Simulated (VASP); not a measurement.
# Li (R-3m) in VASP: further runs, part 2 of 2

VASP 6.6.1. Earlier steps stand in the parts before.

## Step 4: Single point, PBE (volume scaled by 0.68)

File INCAR:

```
SYSTEM = Li
PREC = Accurate
ENCUT = 520
EDIFF = 1E-6
ISMEAR = -1
SIGMA = 0.08
LREAL = .FALSE.
LASPH = .TRUE.
NELM = 80
ALGO = Normal
ISIF = 2
LWAVE = .FALSE.
LCHARG = .TRUE.
GGA = PE
LELF = .TRUE.
LVHAR = .TRUE.
NBANDS = 10
```

File KPOINTS:

```
regular mesh
0
G
  13 13 13
  0 0 0
```

File POSCAR:

```
Li
1.0
    1.3412822232     -0.7743896527      4.4147742715
    0.0000000000      1.5487793053      4.4147742715
   -1.3412822232     -0.7743896527      4.4147742715
Li
2
Direct
    0.2500000000      0.2500000000      0.2500000000
   -0.2500000000     -0.2500000000     -0.2500000000
```

Potentials or basis: VASP PAW PBE potentials, release 64 (Li_sv).

Command:

```sh
$ cat potpaw_PBE.64/Li_sv/POTCAR > POTCAR
$ mpirun -np 1 vasp_std > vasp.out
```

OUTCAR:

```text
SYSTEM = Li
   PREC = Accurate
   ENCUT = 520
   EDIFF = 1E-6
   ISMEAR = -1
   LREAL = .FALSE.
   LASPH = .TRUE.
   NELM = 80
   ISIF = 2
   GGA = PE

 ion  position               nearest neighbor table
   1  0.250  0.250  0.250-
   2  0.750  0.750  0.750-

  LATTYP: Found a trigonal (rhomboedric) cell.
 ALAT       =     4.6785627285
 COS(alpha) =     0.8356213461

  Lattice vectors:

 A1 = (   1.3412822232,  -0.7743896527,   4.4147742715)
 A2 = (   0.0000000000,   1.5487793053,   4.4147742715)
 A3 = (  -1.3412822232,  -0.7743896527,   4.4147742715)

Analysis of symmetry for initial positions (statically):
=====================================================================
 Subroutine PRICEL returns following result:

  LATTYP: Found a trigonal (rhomboedric) cell.
 ALAT       =     2.6965302342
 COS(alpha) =     0.5051657578

  Lattice vectors:

 A1 = (   0.0000000000,   1.5487793054,  -2.2073871357)
 A2 = (   1.3412822232,  -0.7743896527,  -2.2073871357)
 A3 = (  -1.3412822232,  -0.7743896527,  -2.2073871357)

   2 primitive cells build up your supercell.

 Routine SETGRP: Setting up the symmetry group for a
 trigonal (rhombohedral) supercell.

 Subroutine GETGRP returns: Found 12 space group operations
 (whereof 12 operations were pure point group operations)
 out of a pool of 12 trial point group operations.

The static configuration has the point symmetry D_3d.

Analysis of symmetry for dynamics (positions and initial velocities):
=====================================================================
 Subroutine PRICEL returns following result:

  LATTYP: Found a trigonal (rhomboedric) cell.
 ALAT       =     2.6965302342
 COS(alpha) =     0.5051657578

  Lattice vectors:

 A1 = (   0.0000000000,   1.5487793054,  -2.2073871357)
 A2 = (   1.3412822232,  -0.7743896527,  -2.2073871357)
 A3 = (  -1.3412822232,  -0.7743896527,  -2.2073871357)

   2 primitive cells build up your supercell.

 Routine SETGRP: Setting up the symmetry group for a
 trigonal (rhombohedral) supercell.

 Subroutine GETGRP returns: Found 12 space group operations
 (whereof 12 operations were pure point group operations)
 out of a pool of 12 trial point group operations.

The dynamic configuration has the point symmetry D_3d.

 Subroutine INISYM returns: Found 12 space group operations
 (whereof 12 operations are pure point group operations),
 and found     2 'primitive' translations

----------------------------------------------------------------------------------------

                                     Primitive cell

  volume of cell :      13.7565

  direct lattice vectors                    reciprocal lattice vectors
     0.000000000  1.548779305 -2.207387136     0.000000000  0.430446523 -0.151008098
     1.341282223 -0.774389653 -2.207387136     0.372777624 -0.215223261 -0.151008098
    -1.341282223 -0.774389653 -2.207387136    -0.372777624 -0.215223261 -0.151008098

  length of vectors
     2.696530234  2.696530234  2.696530234     0.456166258  0.456166258  0.456166258

[... 33 lines left out ...]
 Following reciprocal coordinates:
            Coordinates               Weight
  0.000000  0.000000  0.000000      1.000000
  0.076923  0.000000 -0.000000      6.000000
  0.153846  0.000000  0.000000      6.000000
  0.230769  0.000000  0.000000      6.000000
  0.307692  0.000000  0.000000      6.000000
  0.384615  0.000000 -0.000000      6.000000
[... 16 lines left out ...]
  0.384615  0.153846 -0.000000     12.000000
  0.461538  0.153846  0.000000     12.000000
 [... further k-points ...]
   k-points           NKPTS =    231   k-points in BZ     NKDIM =    231   number of bands    NBANDS=     10
   number of dos      NEDOS =    301   number of ions     NIONS =      2
   total plane-waves  NPLWV =  46656
   dimension x,y,z NGX =    36 NGY =   36 NGZ =   36
   dimension x,y,z NGXF=    72 NGYF=   72 NGZF=   72
   ions per type =               2
   NGX,Y,Z   is equivalent  to a cutoff of  12.79, 12.79, 12.79 a.u.
   NGXF,Y,Z  is equivalent  to a cutoff of  25.58, 25.58, 25.58 a.u.
 SYSTEM =  Li
   PREC   = accura    normal or accurate (medium, high low for compatibility)
   ISTART =      0    job   : 0-new  1-cont  2-samecut
   ICHARG =      2    charge: 1-file 2-atom 10-const
   ISPIN  =      1    spin polarized calculation?
   LNONCOLLINEAR =      F non collinear calculations
   LSORBIT =      F    spin-orbit coupling
   LASPH  =      T    aspherical Exc in radial PAW
   ENCUT  =  520.0 eV  38.22 Ry    6.18 a.u.   8.70  8.70  8.70*2*pi/ulx,y,z
   NELM   =     80;   NELMIN=  2; NELMDL= -5     # of ELM steps
   EDIFF  = 0.1E-05   stopping-criterion for ELM
   LREAL  =      F    real-space projection
   EDIFFG = 0.1E-04   stopping-criterion for IOM
   NSW    =      0    number of steps for IOM
   IBRION =     -1    ionic relax: 0-MD 1-quasi-New 2-CG
   NFREE  =      0    steps in history (QN), initial steepest desc. (CG)
   ISIF   =      2    stress and relaxation
   ISYM   =      2    0-nonsym 1-usesym 2-fastsym
   POTIM  = 0.5000    time-step for ionic-motion
   TEBEG  =    0.0;   TEEND  =   0.0 temperature during run
   PSTRESS=    0.0 pullay stress
   NELECT =       6.0000    total number of electrons
   NUPDOWN=      -1.0000    fix difference up-down
   EMIN   =  10.00;   EMAX   =-10.00  energy-range for DOS
   EFERMI =   0.00;   METHOD = LEGACY
   ISMEAR =    -1;   SIGMA  =   0.08  broadening in eV -4-tet -1-fermi 0-gaus
   EFERMI_NEDOS =   21; number of points for ismear=-14 and -15
   IALGO  =     38    algorithm
   IMIX   =      4    mixing-type and parameters
     AMIX     =   0.40;   BMIX     =  1.00
     AMIX_MAG =   1.60;   BMIX_MAG =  1.00
  volume/ion in A,a.u.               =      13.76        92.83
  Fermi-wavevector in a.u.,A,eV,Ry     =   0.985399  1.862134 13.211408  0.971011
  Thomas-Fermi vector in A             =   2.116703
   LORBIT       =      0    0 simple, 1 ext, 2 COOP (PROOUT), +10 PAW based schemes
   GGA     = PE    functional components
   LHFCALC =     F    Hartree Fock is set to
   AEXX    =    0.0000 exact exchange contribution
   IVDW    =     0    specifies the selected vdW correction
   LEPSILON=     F    determine dielectric tensor
   LRPA    =     F    only Hartree local field effects (RPA)
 non-spin polarized calculation
  energy-cutoff  :      520.00
  volume of cell :       27.51
 maximum number of plane-waves:       757
   NGX = 17   NGY = 17   NGZ = 17

 number of electron       5.9999999 magnetization

 Free energy of the ion-electron system (eV)
  ---------------------------------------------------
  ext. energy  EPLUGINS =         0.00000000
  ---------------------------------------------------
  free energy    TOTEN  =        -3.50815903 eV

  energy without entropy =       -3.48760358  energy(sigma->0) =       -3.49788130

 E-fermi :   1.9211     XC(G=0):  -8.0609

 val. band max:        1.9205588724   @ k =  -0.3077   0.3077   0.3077
 cond. band min:       1.9233525630   @ k =  -0.3077  -0.3846   0.1538
 fundamental gap:      0.0027936905
 Fermi energy:         1.9211240003

 k-point     1 :       0.0000    0.0000    0.0000
  band No.  band energies     occupation
      1     -44.0521      2.00000
      2     -43.9769      2.00000
      3      -2.0760      2.00000
      4       1.6337      1.94645
      5       6.3107      0.00000
      6      18.5723      0.00000
      7      18.5723      0.00000
      8      20.5876      0.00000
      9      20.8216      0.00000
     10      20.8216      0.00000
[... 287 lines left out ...]
 k-point    24 :       0.4615    0.1538    0.0000
  band No.  band energies     occupation
      1     -43.9754      2.00000
      2     -43.9562      2.00000
      3       1.1743      1.99982
      4       4.0018      0.00000
      5       6.4601      0.00000
      6      10.1515      0.00000
      7      10.4879      0.00000
      8      12.7479      0.00000
      9      14.9879      0.00000
     10      16.2371      0.00000

 [... further k-points ...]

------------------------ aborting loop because EDIFF is reached ----------------------------------------

  FORCE on cell =-STRESS in cart. coord.  units (eV):
  Direction    XX          YY          ZZ          XY          YZ          ZX
  --------------------------------------------------------------------------------------
  -------------------------------------------------------------------------------------
  Total        1.7039125      1.7039125      1.7354264     -0.0000000     -0.0000000      0.0000000
  in kB       99.2243812     99.2243812    101.0595431     -0.0000000     -0.0000000      0.0000000
  external PRESSURE =      99.8361018 kB  Pullay stress =       0.0000000 kB

 VOLUME and BASIS-vectors are now :
 -----------------------------------------------------------------------------
  energy-cutoff  :      520.00
  volume of cell :       27.51
      direct lattice vectors                 reciprocal lattice vectors
     1.341282223 -0.774389653  4.414774271     0.372777624 -0.215223261  0.075504049
     0.000000000  1.548779305  4.414774271     0.000000000  0.430446523  0.075504049
    -1.341282223 -0.774389653  4.414774271    -0.372777624 -0.215223261  0.075504049

 POSITION                                       TOTAL-FORCE (eV/Angst)
 -----------------------------------------------------------------------------------
      0.00000     -0.00000      3.31108        -0.000000      0.000000      0.000000
      0.00000     -0.00000      9.93324         0.000000     -0.000000     -0.000000
 -----------------------------------------------------------------------------------
    total drift:                               -0.000000     -0.000000      0.000000

  FREE ENERGIE OF THE ION-ELECTRON SYSTEM (eV)
  ---------------------------------------------------
  free  energy   TOTEN  =        -3.5081590267 eV

  energy  without entropy=       -3.4876035781  energy(sigma->0) =       -3.49788130
```

It took 1.8 min on 1 thread of Intel Xeon Platinum 8488C (Sapphire Rapids), shared host; peak memory 0.2 GiB.

What came out:

```
Free energy            : -3.5082 eV
Band gap on the k mesh : zero (band 3 reaches 3.76 eV, above the bottom of band 4 at -0.69 eV)
```

Levels at points of the mesh, in eV from the Fermi level:
```
           k point  band 1  band 2  band 3  band 4  band 5  band 6  band 7
(0.00, 0.00, 0.00)  -45.97  -45.90   -4.00   -0.29    4.39   16.65   16.65
```

Caveat: the cell differs from its parent crystal (volume scaled by 0.68); the cutoff is under 1.25 times the usual one of these potentials, so pressure, stress and relaxed cells hold a basis-set (Pulay) error.

## Step 5: Single point, PBE

This run uses another cell than the first one, of 15.37 Å³/atom, 1.267 times its volume.

Changes to INCAR since step 4:

```diff
@@ -8,3 +8,3 @@
 LASPH = .TRUE.
-NELM = 80
+NELM = 60
 ALGO = Normal
```

File KPOINTS:

```
Automatic mesh
0
G
  13 13 13
  0 0 0
```

File POSCAR:

```
Li
1.0
    1.3919438886     -0.8036391788      4.5815250215
    0.0000000000      1.6072783575      4.5815250215
   -1.3919438886     -0.8036391788      4.5815250215
Li
2
Direct
    0.2500000000      0.2500000000      0.2500000000
   -0.2500000000     -0.2500000000     -0.2500000000
```

Command:

```sh
$ cat potpaw_PBE.64/Li_sv/POTCAR > POTCAR
$ mpirun -np 1 vasp_std > vasp.out
```

Run time: 75 s. Hardware: 1 thread of Intel Xeon Platinum 8488C (Sapphire Rapids), shared host; peak memory 0.21 GiB.

It converged, with:

- Free energy: -3.6694 eV
- Band gap on the k mesh: zero (band 3 reaches 3.26 eV, above the bottom of band 4 at -1.03 eV)

Levels at points of the mesh, in eV from the Fermi level:
```csv
k point,band 1,band 2,band 3,band 4,band 5,band 6,band 7,band 8
"(0.00, 0.00, 0.00)",-46.11,-46.06,-3.90,-0.22,3.89,15.42,15.42,17.28
```

Caveat: the cutoff is under 1.25 times the usual one of these potentials, so pressure, stress and relaxed cells hold a basis-set (Pulay) error.

## Step 6: Overview

| cell | gap on the mesh (eV) |
| --- | --- |
| a = 4.487 Å, angles 33.3°, 2 atoms | none |
| a = 4.679 Å, angles 33.3°, 2 atoms | none |
| a = 4.855 Å, angles 33.3°, 2 atoms | none |

Alike in all rows: task single point; level PBE; potentials or basis VASP PAW PBE potentials, release 64 (Li_sv); no spin polarisation; k mesh 13 × 13 × 13; cutoff (eV) 520; smearing fermi-dirac 0.08 eV.

Caveats: the cutoff is under 1.25 times the usual one of these potentials, so pressure, stress and relaxed cells hold a basis-set (Pulay) error.

Total energies depend on the potentials used, so only differences within one code and one set of settings carry meaning.
